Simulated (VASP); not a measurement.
# Pd (P6_3/mmc) in VASP: further runs

The runs below take Pd through relaxation of cell and atoms, single point, with PBEsol.

Everything below comes from runs of VASP 6.6.1. Logs are shortened: lines on timing, memory, paths and dates and some standing lists are left out, and cuts for length are marked.

## (1) The cell of the first run

The structure is hexagonal, space group P6_3/mmc (No. 194). Conventional cell: a = 2.751 Å, b = 2.751 Å, c = 4.492 Å, α = 90.00°, β = 90.00°, γ = 120.00°. Within 3.6 Å of Pd (site symmetry -6m2) lie 12 Pd at 2.75 Å.

## (2) Relaxation of cell and atoms, PBEsol, collinear spin, ferromagnetic start

The input, INCAR:

```
  PREC = Accurate
  ENCUT = 600
  EDIFF = 1E-7
  ISMEAR = -1
  SIGMA = 0.05
  LREAL = False
  LASPH = True
  NELM = 150
  ALGO = Normal
  ISIF = 3
  LWAVE = False
  LCHARG = False
  ISPIN = 2
  MAGMOM = 0.5 0.5
  LORBIT = 11
  LMAXMIX = 4
  GGA = PS
  IBRION = 2
  NSW = 80
  EDIFFG = -0.01
```

The input, KPOINTS:

```
regular mesh
0
Gamma
  13 13 7
```

The input, POSCAR:

```
Pd
1.0
    2.7505001182      0.0000000000      0.0000000000
   -1.3752500591      2.3820029755      0.0000000000
    0.0000000000      0.0000000000      4.4915666931
Pd
2
Direct
    0.3333333333      0.6666666667      0.2500000000
    0.6666666667      0.3333333333      0.7500000000
```

Potentials or basis: VASP PAW PBE potentials, release 64 (Pd).

The run is started by

```console
$ cat potpaw_PBE.64/Pd/POTCAR > POTCAR
$ mpirun -np 1 vasp_std > vasp.out
```

OUTCAR:

```text
PREC = Accurate
   ENCUT = 600
   EDIFF = 1E-7
   ISMEAR = -1
   LREAL = False
   LASPH = True
   NELM = 150
   ISIF = 3
   ISPIN = 2
   LORBIT = 11
   GGA = PS
   IBRION = 2
   NSW = 80
   EDIFFG = -0.01

 ion  position               nearest neighbor table
   1  0.333  0.667  0.250-   2 2.75   2 2.75   2 2.75   2 2.75   2 2.75   2 2.75
   2  0.667  0.333  0.750-   1 2.75   1 2.75   1 2.75   1 2.75   1 2.75   1 2.75

  LATTYP: Found a hexagonal cell.
 ALAT       =     2.7505001182
 C/A-ratio  =     1.6330000000

  Lattice vectors:

 A1 = (   2.7505001182,   0.0000000000,   0.0000000000)
 A2 = (  -1.3752500591,   2.3820029755,   0.0000000000)
 A3 = (   0.0000000000,   0.0000000000,   4.4915666931)

Analysis of symmetry for initial positions (statically):
=====================================================================
 Subroutine PRICEL returns:
 Original cell was already a primitive cell.

 Routine SETGRP: Setting up the symmetry group for a
 hexagonal supercell.

 Subroutine GETGRP returns: Found 24 space group operations
 (whereof 12 operations were pure point group operations)
 out of a pool of 24 trial point group operations.

The static configuration has the point symmetry D_3d.
 The point group associated with its full space group is D_6h.

Analysis of symmetry for dynamics (positions and initial velocities):
=====================================================================
 Subroutine PRICEL returns:
 Original cell was already a primitive cell.

 Routine SETGRP: Setting up the symmetry group for a
 hexagonal supercell.

 Subroutine GETGRP returns: Found 24 space group operations
 (whereof 12 operations were pure point group operations)
 out of a pool of 24 trial point group operations.

The dynamic configuration has the point symmetry D_3d.
 The point group associated with its full space group is D_6h.

Analysis of structural, dynamic, and magnetic symmetry:
=====================================================================
 Subroutine PRICEL returns:
 Original cell was already a primitive cell.

 Routine SETGRP: Setting up the symmetry group for a
 hexagonal supercell.

 Subroutine GETGRP returns: Found 24 space group operations
 (whereof 12 operations were pure point group operations)
 out of a pool of 24 trial point group operations.

The overall configuration has the point symmetry D_3d.
 The point group associated with its full space group is D_6h.

 Subroutine INISYM returns: Found 24 space group operations
 (whereof 12 operations are pure point group operations),
 and found     1 'primitive' translations

----------------------------------------------------------------------------------------

                                     Primitive cell

  volume of cell :      29.4274

  direct lattice vectors                    reciprocal lattice vectors
     2.750500118  0.000000000  0.000000000     0.363570244  0.209907378  0.000000000
    -1.375250059  2.382002975  0.000000000     0.000000000  0.419814757  0.000000000
     0.000000000  0.000000000  4.491566693     0.000000000  0.000000000  0.222639464

  length of vectors
     2.750500118  2.750500118  4.491566693     0.419814757  0.419814757  0.222639464

  position of ions in fractional coordinates (direct lattice)
     0.333333333  0.666666667  0.250000000
     0.666666667  0.333333333  0.750000000

  ion indices of the primitive-cell ions
   primitive index   ion index
                 1           1
                 2           2

----------------------------------------------------------------------------------------

 KPOINTS: regular mesh

Automatic generation of k-mesh.
 Grid dimensions read from file:
 generate k-points for:   13   13    7

 Generating k-lattice:

  Cartesian coordinates                     Fractional coordinates (reciprocal lattice)
     0.027966942  0.016146721  0.000000000     0.076923077  0.000000000  0.000000000
     0.000000000  0.032293443  0.000000000     0.000000000  0.076923077  0.000000000
     0.000000000  0.000000000  0.031805638     0.000000000  0.000000000  0.142857143

  Length of vectors
     0.032293443  0.032293443  0.031805638

  Shift w.r.t. Gamma in fractional coordinates (k-lattice)
     0.000000000  0.000000000  0.000000000

 Subroutine IBZKPT returns following result:
 ===========================================

 Found     84 irreducible k-points:

 Following reciprocal coordinates:
            Coordinates               Weight
  0.000000  0.000000  0.000000      1.000000
  0.076923 -0.000000  0.000000      6.000000
  0.153846 -0.000000  0.000000      6.000000
  0.230769 -0.000000  0.000000      6.000000
  0.307692 -0.000000  0.000000      6.000000
  0.384615 -0.000000  0.000000      6.000000
[... 16 lines left out ...]
  0.076923 -0.000000  0.142857     12.000000
  0.153846 -0.000000  0.142857     12.000000
 [... further k-points ...]
   k-points           NKPTS =     84   k-points in BZ     NKDIM =     84   number of bands    NBANDS=     15
   number of dos      NEDOS =    301   number of ions     NIONS =      2
   total plane-waves  NPLWV =  20736
   dimension x,y,z NGX =    24 NGY =   24 NGZ =   36
   dimension x,y,z NGXF=    48 NGYF=   48 NGZF=   72
   ions per type =               2
   NGX,Y,Z   is equivalent  to a cutoff of  14.51, 14.51, 13.32 a.u.
   NGXF,Y,Z  is equivalent  to a cutoff of  29.01, 29.01, 26.65 a.u.
 SYSTEM =  unknown system
   PREC   = accura    normal or accurate (medium, high low for compatibility)
   ISTART =      0    job   : 0-new  1-cont  2-samecut
   ICHARG =      2    charge: 1-file 2-atom 10-const
   ISPIN  =      2    spin polarized calculation?
   LNONCOLLINEAR =      F non collinear calculations
   LSORBIT =      F    spin-orbit coupling
   LASPH  =      T    aspherical Exc in radial PAW
   ENCUT  =  600.0 eV  44.10 Ry    6.64 a.u.   5.49  5.49  8.97*2*pi/ulx,y,z
   NELM   =    150;   NELMIN=  2; NELMDL= -5     # of ELM steps
   EDIFF  = 0.1E-06   stopping-criterion for ELM
   LREAL  =      F    real-space projection
   EDIFFG = -.1E-01   stopping-criterion for IOM
   NSW    =     80    number of steps for IOM
   IBRION =      2    ionic relax: 0-MD 1-quasi-New 2-CG
   NFREE  =      1    steps in history (QN), initial steepest desc. (CG)
   ISIF   =      3    stress and relaxation
   ISYM   =      2    0-nonsym 1-usesym 2-fastsym
   POTIM  = 0.5000    time-step for ionic-motion
   TEBEG  =    0.0;   TEEND  =   0.0 temperature during run
   PSTRESS=    0.0 pullay stress
   NELECT =      20.0000    total number of electrons
   NUPDOWN=      -1.0000    fix difference up-down
   EMIN   =  10.00;   EMAX   =-10.00  energy-range for DOS
   EFERMI =   0.00;   METHOD = LEGACY
   ISMEAR =    -1;   SIGMA  =   0.05  broadening in eV -4-tet -1-fermi 0-gaus
   EFERMI_NEDOS =   21; number of points for ismear=-14 and -15
   IALGO  =     38    algorithm
   IMIX   =      4    mixing-type and parameters
     AMIX     =   0.40;   BMIX     =  1.00
     AMIX_MAG =   1.60;   BMIX_MAG =  1.00
  volume/ion in A,a.u.               =      14.71        99.29
  Fermi-wavevector in a.u.,A,eV,Ry     =   1.439354  2.719984 28.187725  2.071739
  Thomas-Fermi vector in A             =   2.558219
   LORBIT       =     11    0 simple, 1 ext, 2 COOP (PROOUT), +10 PAW based schemes
   GGA     = PS    functional components
   LHFCALC =     F    Hartree Fock is set to
   AEXX    =    0.0000 exact exchange contribution
   IVDW    =     0    specifies the selected vdW correction
   LEPSILON=     F    determine dielectric tensor
   LRPA    =     F    only Hartree local field effects (RPA)
 conjugate gradient relaxation of ions
 spin polarized calculation
  energy-cutoff  :      600.00
  volume of cell :       29.43
 maximum number of plane-waves:      1008
 NGX is ok and might be reduce to    24
   NGX = 11   NGY = 11   NGZ = 17

--------------------------------------- Ionic step        1  -------------------------------------------

 number of electron      19.9999997 magnetization       0.4609933

 Free energy of the ion-electron system (eV)
  ---------------------------------------------------
  ext. energy  EPLUGINS =         0.00000000
  ---------------------------------------------------
  free energy    TOTEN  =       -11.86008780 eV

  energy without entropy =      -11.82009766  energy(sigma->0) =      -11.84009273

------------------------ aborting loop because EDIFF is reached ----------------------------------------

  FORCE on cell =-STRESS in cart. coord.  units (eV):
  Direction    XX          YY          ZZ          XY          YZ          ZX
  --------------------------------------------------------------------------------------
  -------------------------------------------------------------------------------------
  Total       -0.4613983     -0.4613983      0.1621451      0.0000000      0.0000000      0.0000000
  in kB      -25.1208769    -25.1208769      8.8280057      0.0000000      0.0000000      0.0000000
  external PRESSURE =     -13.8045827 kB  Pullay stress =       0.0000000 kB
[... 201 lines left out ...]
  energy  without entropy=      -11.8287109454  energy(sigma->0) =      -11.84837075

--------------------------------------- Ionic step        7  -------------------------------------------

 number of electron      19.9999994 magnetization       0.0000092

 Free energy of the ion-electron system (eV)
  ---------------------------------------------------
  ext. energy  EPLUGINS =         0.00000000
  ---------------------------------------------------
  free energy    TOTEN  =       -11.86817821 eV

  energy without entropy =      -11.82923871  energy(sigma->0) =      -11.84870846

 E-fermi :   9.8145     XC(G=0): -13.4451

 val. band max:        9.8079467558   @ k =   0.4615  -0.0000   0.0000
 cond. band min:       9.8250026592   @ k =   0.3846  -0.0000   0.0000
 fundamental gap:      0.0170559034
 Fermi energy:         9.8145389216

 spin component 1

 k-point     1 :       0.0000    0.0000    0.0000
  band No.  band energies     occupation
      1       2.4797      1.00000
      2       4.3542      1.00000
      3       6.7317      1.00000
      4       6.9871      1.00000
      5       6.9871      1.00000
      6       7.3384      1.00000
      7       7.3384      1.00000
      8       8.1534      1.00000
      9       8.1534      1.00000
     10       9.5786      0.99115
     11       9.5786      0.99115
     12      10.4586      0.00000
     13      16.7220      0.00000
     14      26.9679      0.00000
     15      28.3738      0.00000
[... 399 lines left out ...]
      1       3.3919      1.00000
      2       4.9042      1.00000
      3       6.4429      1.00000
      4       6.8848      1.00000
      5       6.9933      1.00000
      6       7.4176      1.00000
      7       7.5855      1.00000
      8       7.7490      1.00000
      9       8.0765      1.00000
     10       8.2432      1.00000
     11       9.6389      0.97107
     12      12.2346      0.00000
     13      17.9708      0.00000
     14      26.1841      0.00000
     15      28.3167      0.00000

 [... further k-points ...]

 spin component 2

 k-point     1 :       0.0000    0.0000    0.0000
  band No.  band energies     occupation
      1       2.4797      1.00000
      2       4.3542      1.00000
      3       6.7317      1.00000
      4       6.9871      1.00000
      5       6.9871      1.00000
      6       7.3384      1.00000
      7       7.3384      1.00000
      8       8.1534      1.00000
      9       8.1534      1.00000
     10       9.5786      0.99115
     11       9.5786      0.99115
     12      10.4586      0.00000
     13      16.7220      0.00000
     14      26.9679      0.00000
     15      28.3738      0.00000
[... 443 lines left out ...]
  FREE ENERGIE OF THE ION-ELECTRON SYSTEM (eV)
  ---------------------------------------------------
  free  energy   TOTEN  =       -11.8681782093 eV

  energy  without entropy=      -11.8292387075  energy(sigma->0) =      -11.84870846

 reached required accuracy - stopping structural energy minimisation

 total charge

# of ion       s       p       d       tot
------------------------------------------
    1        0.486   0.495   8.473   9.453
    2        0.486   0.495   8.473   9.453
--------------------------------------------------
tot          0.972   0.989  16.945  18.906

 magnetization (x)

# of ion       s       p       d       tot
------------------------------------------
    1        0.000  -0.000   0.000   0.000
    2        0.000  -0.000   0.000   0.000
--------------------------------------------------
tot          0.000  -0.000   0.000   0.000
```

Wall time 9.3 min (1 thread of Oxide Virtual Turin-like, shared host); peak memory 0.19 GiB.

What came out:

| Quantity | Value |
| --- | --- |
| Free energy | -11.8682 eV |
| Relaxed volume | 14.59 Å³/atom |
| Relaxed cell | a = 2.716 Å, b = 2.716 Å, c = 4.567 Å, α = 90.00°, β = 90.00°, γ = 120.00° |
| Space group after relaxing (to 0.05 Å) | P6_3/mmc (No. 194) |
| Energy gained by relaxing | 4.0 meV/atom |
| Ionic steps | 7 |
| Pressure after relaxing | 0.0 GPa |
| Band gap on the k mesh | zero (filled and empty bands overlap) |
| Net moment | 0.00 μB per cell |
| Valence electrons inside the program's atomic spheres | Pd 9.45 |

Step by step:
| step | energy change (eV) | largest force (eV/Å) | pressure (GPa) | volume (Å³) |
| --- | --- | --- | --- | --- |
| 1 | 0.0000 | 0.0000 | -1.38 | 29.43 |
| 2 | -0.0043 | 0.0000 | 2.12 | 28.89 |
| 3 | -0.0046 | 0.0000 | 1.38 | 28.99 |
| 4 | -0.0079 | 0.0000 | 0.59 | 29.10 |
| 5 | -0.0080 | 0.0000 | 0.54 | 29.11 |
| 6 | -0.0079 | 0.0000 | -0.53 | 29.26 |
| 7 | -0.0081 | 0.0000 | 0.01 | 29.18 |

Final structure:
```
CELL_PARAMETERS angstrom
2.71646 0.00000 0.00000
-1.35823 2.35252 0.00000
0.00000 0.00000 4.56661
ATOMIC_POSITIONS crystal
Pd 0.33333 0.66667 0.25000
Pd 0.66667 0.33333 0.75000
```

Caveat: the PAW data sets were made with another functional, which shifts forces and pressure a little.

## (3) Single point, PBEsol, collinear spin, ferromagnetic start

This run uses another cell than the first one, of 14.62 Å³/atom, 0.993 times its volume.

The input, INCAR:

```
SYSTEM = Pd
PREC = Accurate ; ENCUT = 520
EDIFF = 1E-6 ; ISMEAR = -1
SIGMA = 0.05 ; LREAL = .False.
LASPH = .True. ; NELM = 150
ALGO = Normal ; ISIF = 2
LWAVE = .False. ; LCHARG = .True.
ISPIN = 2 ; MAGMOM = 0.5 0.5
LORBIT = 11 ; LMAXMIX = 4
GGA = PS ; LELF = .True.
LVHAR = .True. ; NBANDS = 21
```

The input, KPOINTS:

```
Automatic mesh
0
Gamma
  22 22 11
  0 0 0
```

The input, POSCAR:

```
Pd
1.0
    2.7170317145      0.0000000000      0.0000000000
   -1.3585158572      2.3530184876      0.0000000000
    0.0000000000      0.0000000000      4.5729788179
Pd
2
Direct
    0.3333333333      0.6666666667      0.2500000000
    0.6666666667      0.3333333333      0.7500000000
```

Potentials or basis: VASP PAW PBE potentials, release 64 (Pd).

The run is started by

```console
$ cat potpaw_PBE.64/Pd/POTCAR > POTCAR
$ mpirun -np 1 vasp_std > vasp.out
```

Wall time 11 min (1 thread of Oxide Virtual Turin-like, shared host); peak memory 0.32 GiB.

Results (log left out):

| Property | Result |
| --- | --- |
| Free energy | -11.8672 eV |
| Pressure | -0.3 GPa |
| Net moment | 0.13 μB per cell |
| Site moments | Pd +0.07 μB |
| Valence electrons inside the program's atomic spheres | Pd 9.45 |

Stress tensor (GPa, compression positive):
```
 0.05  0.00  0.00
 0.00  0.05  0.00
 0.00  0.00 -0.88
```

Levels at points of the mesh, in eV from the Fermi level:
Spin up:
| k point | band 6 | band 7 | band 8 | band 9 | band 10 | band 11 | band 12 | band 13 | band 14 | band 15 |
| --- | --- | --- | --- | --- | --- | --- | --- | --- | --- | --- |
| (0.00, 0.00, 0.00) | -2.49 | -2.49 | -1.67 | -1.67 | -0.26 | -0.26 | 0.64 | 6.86 | 17.16 | 18.54 |
| (0.50, 0.00, 0.00) | -2.27 | -1.85 | -0.01 | 0.02 | 0.21 | 2.59 | 4.58 | 9.65 | 9.90 | 13.06 |
Spin down:
```csv
k point,band 7,band 8,band 9,band 10,band 11,band 12,band 13,band 14
"(0.00, 0.00, 0.00)",-2.44,-1.63,-1.63,-0.21,-0.21,0.64,6.89,17.17
"(0.50, 0.00, 0.00)",-1.81,0.04,0.08,0.27,2.62,4.61,9.67,9.91
```

Caveat: the PAW data sets were made with another functional, which shifts forces and pressure a little.
